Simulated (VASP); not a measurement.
# Ca2B (CdCl2 type) (R-3m) in VASP: further runs, part 2 of 3

VASP 6.6.1. Earlier steps stand in the parts before.

## (3) Single point, PBE

This run uses another cell than the first one, of 20.59 Å³/atom.

The input, INCAR:

```
PREC = Accurate
ENCUT = 520
EDIFF = 1E-7
ISMEAR = -1
SIGMA = 0.05
LREAL = F
LASPH = T
NELM = 60
ALGO = Normal
ISIF = 2
LWAVE = F
LCHARG = F
GGA = PE
NBANDS = 18
```

The input, KPOINTS:

```
regular mesh
0
Gamma
  11 11 11
```

The input, POSCAR:

```
Ca2B
1.0
    1.6894352050     -0.9753958704      6.2474711164
    0.0000000000      1.9507917407      6.2474711164
   -1.6894352050     -0.9753958704      6.2474711164
B Ca
1 2
Direct
    0.0000000000      0.0000000000      0.0000000000
    0.2462793076      0.2462793076      0.2462793076
    0.7537206924      0.7537206924      0.7537206924
```

Potentials or basis: VASP PAW PBE potentials, release 64 (B, Ca_sv).

Run with:

```
> cat potpaw_PBE.64/B/POTCAR potpaw_PBE.64/Ca_sv/POTCAR > POTCAR
> mpirun -np 1 vasp_std > vasp.out
```

OUTCAR:

```text
PREC = Accurate
   ENCUT = 520
   EDIFF = 1E-7
   ISMEAR = -1
   LREAL = F
   LASPH = T
   NELM = 60
   ISIF = 2
   GGA = PE

 ion  position               nearest neighbor table
   1  0.000  0.000  0.000-   3 2.54   2 2.54   3 2.54   2 2.54   3 2.54   2 2.54
   2  0.246  0.246  0.246-   1 2.54   1 2.54   1 2.54
   3  0.754  0.754  0.754-   1 2.54   1 2.54   1 2.54

  LATTYP: Found a trigonal (rhomboedric) cell.
 ALAT       =     6.5449586527
 COS(alpha) =     0.8667401682

  Lattice vectors:

 A1 = (   1.6894352050,  -0.9753958704,   6.2474711164)
 A2 = (   0.0000000000,   1.9507917407,   6.2474711164)
 A3 = (  -1.6894352050,  -0.9753958704,   6.2474711164)

Analysis of symmetry for initial positions (statically):
=====================================================================
 Subroutine PRICEL returns:
 Original cell was already a primitive cell.

 Routine SETGRP: Setting up the symmetry group for a
 trigonal (rhombohedral) supercell.

 Subroutine GETGRP returns: Found 12 space group operations
 (whereof 12 operations were pure point group operations)
 out of a pool of 12 trial point group operations.

The static configuration has the point symmetry D_3d.

Analysis of symmetry for dynamics (positions and initial velocities):
=====================================================================
 Subroutine PRICEL returns:
 Original cell was already a primitive cell.

 Routine SETGRP: Setting up the symmetry group for a
 trigonal (rhombohedral) supercell.

 Subroutine GETGRP returns: Found 12 space group operations
 (whereof 12 operations were pure point group operations)
 out of a pool of 12 trial point group operations.

The dynamic configuration has the point symmetry D_3d.

 Subroutine INISYM returns: Found 12 space group operations
 (whereof 12 operations are pure point group operations),
 and found     1 'primitive' translations

----------------------------------------------------------------------------------------

                                     Primitive cell

  volume of cell :      61.7701

  direct lattice vectors                    reciprocal lattice vectors
     1.689435205 -0.975395870  6.247471116     0.295956896 -0.170870794  0.053354922
     0.000000000  1.950791741  6.247471116     0.000000000  0.341741588  0.053354922
    -1.689435205 -0.975395870  6.247471116    -0.295956896 -0.170870794  0.053354922

  length of vectors
     6.544958653  6.544958653  6.544958653     0.345881570  0.345881570  0.345881570

  position of ions in fractional coordinates (direct lattice)
     0.000000000  0.000000000  0.000000000
     0.246279308  0.246279308  0.246279308
     0.753720692  0.753720692  0.753720692

  ion indices of the primitive-cell ions
   primitive index   ion index
                 1           1
                 2           2
                 3           3

----------------------------------------------------------------------------------------

 KPOINTS: regular mesh

Automatic generation of k-mesh.
 Grid dimensions read from file:
 generate k-points for:   11   11   11

 Generating k-lattice:

  Cartesian coordinates                     Fractional coordinates (reciprocal lattice)
     0.026905172 -0.015533709  0.004850447     0.090909091  0.000000000  0.000000000
     0.000000000  0.031067417  0.004850447    -0.000000000  0.090909091 -0.000000000
    -0.026905172 -0.015533709  0.004850447     0.000000000  0.000000000  0.090909091

  Length of vectors
     0.031443779  0.031443779  0.031443779

  Shift w.r.t. Gamma in fractional coordinates (k-lattice)
     0.000000000  0.000000000  0.000000000

 Subroutine IBZKPT returns following result:
 ===========================================

 Found    146 irreducible k-points:

 Following reciprocal coordinates:
            Coordinates               Weight
  0.000000  0.000000  0.000000      1.000000
  0.090909  0.000000  0.000000      6.000000
  0.181818 -0.000000 -0.000000      6.000000
  0.272727  0.000000  0.000000      6.000000
  0.363636  0.000000  0.000000      6.000000
  0.454545  0.000000  0.000000      6.000000
[... 16 lines left out ...]
 -0.272727  0.181818 -0.000000     12.000000
 -0.181818  0.181818  0.000000      6.000000
 [... further k-points ...]
   k-points           NKPTS =    146   k-points in BZ     NKDIM =    146   number of bands    NBANDS=     18
   number of dos      NEDOS =    301   number of ions     NIONS =      3
   total plane-waves  NPLWV = 125000
   dimension x,y,z NGX =    50 NGY =   50 NGZ =   50
   dimension x,y,z NGXF=   100 NGYF=  100 NGZF=  100
   ions per type =               1   2
   NGX,Y,Z   is equivalent  to a cutoff of  12.70, 12.70, 12.70 a.u.
   NGXF,Y,Z  is equivalent  to a cutoff of  25.40, 25.40, 25.40 a.u.
 SYSTEM =  unknown system
   PREC   = accura    normal or accurate (medium, high low for compatibility)
   ISTART =      0    job   : 0-new  1-cont  2-samecut
   ICHARG =      2    charge: 1-file 2-atom 10-const
   ISPIN  =      1    spin polarized calculation?
   LNONCOLLINEAR =      F non collinear calculations
   LSORBIT =      F    spin-orbit coupling
   LASPH  =      T    aspherical Exc in radial PAW
   ENCUT  =  520.0 eV  38.22 Ry    6.18 a.u.  12.17 12.17 12.17*2*pi/ulx,y,z
   NELM   =     60;   NELMIN=  2; NELMDL= -5     # of ELM steps
   EDIFF  = 0.1E-06   stopping-criterion for ELM
   LREAL  =      F    real-space projection
   EDIFFG = 0.1E-05   stopping-criterion for IOM
   NSW    =      0    number of steps for IOM
   IBRION =     -1    ionic relax: 0-MD 1-quasi-New 2-CG
   NFREE  =      0    steps in history (QN), initial steepest desc. (CG)
   ISIF   =      2    stress and relaxation
   ISYM   =      2    0-nonsym 1-usesym 2-fastsym
   POTIM  = 0.5000    time-step for ionic-motion
   TEBEG  =    0.0;   TEEND  =   0.0 temperature during run
   PSTRESS=    0.0 pullay stress
   NELECT =      23.0000    total number of electrons
   NUPDOWN=      -1.0000    fix difference up-down
   EMIN   =  10.00;   EMAX   =-10.00  energy-range for DOS
   EFERMI =   0.00;   METHOD = LEGACY
   ISMEAR =    -1;   SIGMA  =   0.05  broadening in eV -4-tet -1-fermi 0-gaus
   EFERMI_NEDOS =   21; number of points for ismear=-14 and -15
   IALGO  =     38    algorithm
   IMIX   =      4    mixing-type and parameters
     AMIX     =   0.40;   BMIX     =  1.00
     AMIX_MAG =   1.60;   BMIX_MAG =  1.00
  volume/ion in A,a.u.               =      20.59       138.95
  Fermi-wavevector in a.u.,A,eV,Ry     =   1.177764  2.225650 18.873010  1.387127
  Thomas-Fermi vector in A             =   2.314104
   LORBIT       =      0    0 simple, 1 ext, 2 COOP (PROOUT), +10 PAW based schemes
   GGA     = PE    functional components
   LHFCALC =     F    Hartree Fock is set to
   AEXX    =    0.0000 exact exchange contribution
   IVDW    =     0    specifies the selected vdW correction
   LEPSILON=     F    determine dielectric tensor
   LRPA    =     F    only Hartree local field effects (RPA)
 non-spin polarized calculation
  energy-cutoff  :      520.00
  volume of cell :       61.77
 maximum number of plane-waves:      1691
 NGX is ok and might be reduce to    50
   NGX = 25   NGY = 25   NGZ = 25

 number of electron      22.9999999 magnetization

 Free energy of the ion-electron system (eV)
  ---------------------------------------------------
  ext. energy  EPLUGINS =         0.00000000
  ---------------------------------------------------
  free energy    TOTEN  =        -8.34507010 eV

  energy without entropy =       -8.32950266  energy(sigma->0) =       -8.33728638

 E-fermi :   3.6602     XC(G=0):  -9.5298

 val. band max:        3.6566512321   @ k =  -0.4545   0.3636   0.2727
 cond. band min:       3.6761011448   @ k =  -0.3636  -0.3636   0.2727
 fundamental gap:      0.0194499127
 Fermi energy:         3.6601547571

 k-point     1 :       0.0000    0.0000    0.0000
  band No.  band energies     occupation
      1     -36.5073      2.00000
      2     -36.4678      2.00000
      3     -17.7961      2.00000
      4     -17.4186      2.00000
      5     -17.3590      2.00000
      6     -17.3590      2.00000
[... 10 lines left out ...]
     17       8.1643      0.00000
     18       8.6846      0.00000
[... 466 lines left out ...]
      2     -36.4295      2.00000
      3     -17.6786      2.00000
      4     -17.6702      2.00000
      5     -17.6551      2.00000
      6     -17.4742      2.00000
[... 10 lines left out ...]
     17       7.6391      0.00000
     18       9.4201      0.00000

 [... further k-points ...]

------------------------ aborting loop because EDIFF is reached ----------------------------------------

  FORCE on cell =-STRESS in cart. coord.  units (eV):
  Direction    XX          YY          ZZ          XY          YZ          ZX
  --------------------------------------------------------------------------------------
  -------------------------------------------------------------------------------------
  Total        5.2791531      5.2791531      5.3055530      0.0000000     -0.0000000      0.0000000
  in kB      136.9294548    136.9294548    137.6142090      0.0000000     -0.0000000      0.0000000
  external PRESSURE =     137.1577062 kB  Pullay stress =       0.0000000 kB

 VOLUME and BASIS-vectors are now :
 -----------------------------------------------------------------------------
  energy-cutoff  :      520.00
  volume of cell :       61.77
      direct lattice vectors                 reciprocal lattice vectors
     1.689435205 -0.975395870  6.247471116     0.295956896 -0.170870794  0.053354922
     0.000000000  1.950791741  6.247471116     0.000000000  0.341741588  0.053354922
    -1.689435205 -0.975395870  6.247471116    -0.295956896 -0.170870794  0.053354922

 POSITION                                       TOTAL-FORCE (eV/Angst)
 -----------------------------------------------------------------------------------
      0.00000      0.00000      0.00000         0.000000     -0.000000     -0.000000
      0.00000     -0.00000      4.61587        -0.000000      0.000000     -0.019358
      0.00000     -0.00000     14.12654        -0.000000     -0.000000      0.019358
 -----------------------------------------------------------------------------------
    total drift:                               -0.000000     -0.000000      0.000000

  FREE ENERGIE OF THE ION-ELECTRON SYSTEM (eV)
  ---------------------------------------------------
  free  energy   TOTEN  =        -8.3450701012 eV

  energy  without entropy=       -8.3295026626  energy(sigma->0) =       -8.33728638
```

OSZICAR:

```text
N       E                     dE             d eps       ncg     rms          rms(c)
DAV:   1     0.196222286337E+03    0.19622E+03   -0.11711E+04  5256   0.121E+03
DAV:   2     0.183410436731E+01   -0.19439E+03   -0.19153E+03  5604   0.352E+02
DAV:   3    -0.998912064912E+01   -0.11823E+02   -0.11688E+02  9790   0.681E+01
DAV:   4    -0.103316189863E+02   -0.34250E+00   -0.34198E+00  6468   0.120E+01
DAV:   5    -0.103488527714E+02   -0.17234E-01   -0.17229E-01  8540   0.178E+00    0.694E+00
DAV:   6    -0.879281776923E+01    0.15560E+01   -0.31150E+01  5600   0.151E+01    0.320E+00
DAV:   7    -0.836765145536E+01    0.42517E+00   -0.29660E+00  6372   0.798E+00    0.151E+00
DAV:   8    -0.834514389207E+01    0.22508E-01   -0.15496E-01  6676   0.326E+00    0.387E-01
DAV:   9    -0.834512977718E+01    0.14115E-04   -0.18908E-02  7890   0.855E-01    0.149E-01
DAV:  10    -0.834499687218E+01    0.13291E-03   -0.21310E-03  6130   0.480E-01    0.398E-02
DAV:  11    -0.834505866219E+01   -0.61790E-04   -0.27135E-04  7068   0.130E-01    0.243E-02
DAV:  12    -0.834507076761E+01   -0.12105E-04   -0.36125E-05  5894   0.572E-02    0.410E-03
DAV:  13    -0.834506990837E+01    0.85924E-06   -0.34329E-06  7228   0.228E-02    0.245E-03
DAV:  14    -0.834507010706E+01   -0.19868E-06   -0.61945E-07  6714   0.684E-03    0.527E-04
DAV:  15    -0.834507010116E+01    0.58999E-08   -0.38352E-08  3482   0.197E-03
   1 F= -.83450701E+01 E0= -.83372864E+01  d E =-.155674E-01
```

stdout:

```text
POSCAR found type information on POSCAR B Ca
 POSCAR found :  2 types and       3 ions
 scaLAPACK will be used
 LDA part: xc-table for (Slater+PW92), standard interpolation
 POSCAR, INCAR and KPOINTS ok, starting setup
 FFT: planning ... GRIDC
 FFT: planning ... GRID_SOFT
 FFT: planning ... GRID
 WAVECAR not read
 entering main loop
```

Wall time 4 min (1 thread of Intel Xeon 6975P-C (Granite Rapids), shared host); peak memory 0.44 GiB.

Results:

```
Free energy            : -8.3451 eV
Pressure               : 13.7 GPa
Largest force          : 0.019 eV/Å
Band gap on the k mesh : zero (an odd number of electrons rules out a gap without spin polarisation)
```

Forces on the atoms (eV/Å):
```
B    0.000  0.000  0.000
Ca   0.000  0.000 -0.019
Ca   0.000  0.000  0.019
```

Caveat: the cell stands under pressure.

## (4) Single point, PBE (20.59 Å³/atom)

This run uses another cell than the first one, of 20.59 Å³/atom.

The input, INCAR:

```
SYSTEM = Ca2B
PREC     = Accurate       ! precision mode
ENCUT    = 520            ! plane-wave cutoff, eV
EDIFF    = 1E-7           ! SCF threshold, eV
ISMEAR   = -1             ! smearing method
SIGMA    = 0.05           ! smearing width, eV
LREAL    = .False.        ! projectors in reciprocal space
LASPH    = .True.         ! aspherical terms in the spheres
NELM     = 60             ! most SCF steps
ALGO     = Normal         ! electronic algorithm
ISIF     = 2              ! what is computed and relaxed
LWAVE    = .False.        ! write WAVECAR
LCHARG   = .False.        ! write CHGCAR
GGA      = PE             ! functional
NBANDS   = 18             ! bands
```

The input, KPOINTS:

```
regular mesh
0
Gamma
  11 11 11
  0 0 0
```

POSCAR is that of step 3.

Run with:

```
> cat potpaw_PBE.64/B/POTCAR potpaw_PBE.64/Ca_sv/POTCAR > POTCAR
> mpirun -np 1 vasp_std > vasp.out
```

It took 4 min on 1 thread of Intel Xeon 6975P-C (Granite Rapids), shared host; peak memory 0.43 GiB.

The run converged. Its results:

* Free energy: -8.3451 eV
* Pressure: 13.7 GPa
* Largest force: 0.019 eV/Å
* Band gap on the k mesh: zero (an odd number of electrons rules out a gap without spin polarisation)

Forces in eV/Å, atoms in the order of the input:
```
B    0.000  0.000  0.000
Ca   0.000  0.000 -0.019
Ca   0.000  0.000  0.019
```

Levels at points of the mesh, in eV from the Fermi level:
| k point | band 7 | band 8 | band 9 | band 10 | band 11 | band 12 | band 13 | band 14 | band 15 | band 16 |
| --- | --- | --- | --- | --- | --- | --- | --- | --- | --- | --- |
| (0.00, 0.00, 0.00) | -20.99 | -20.99 | -7.02 | -2.29 | -1.78 | 1.58 | 1.58 | 2.67 | 3.76 | 3.76 |

Caveat: the cell stands under pressure.

(Part 2 of 3 ends here.)
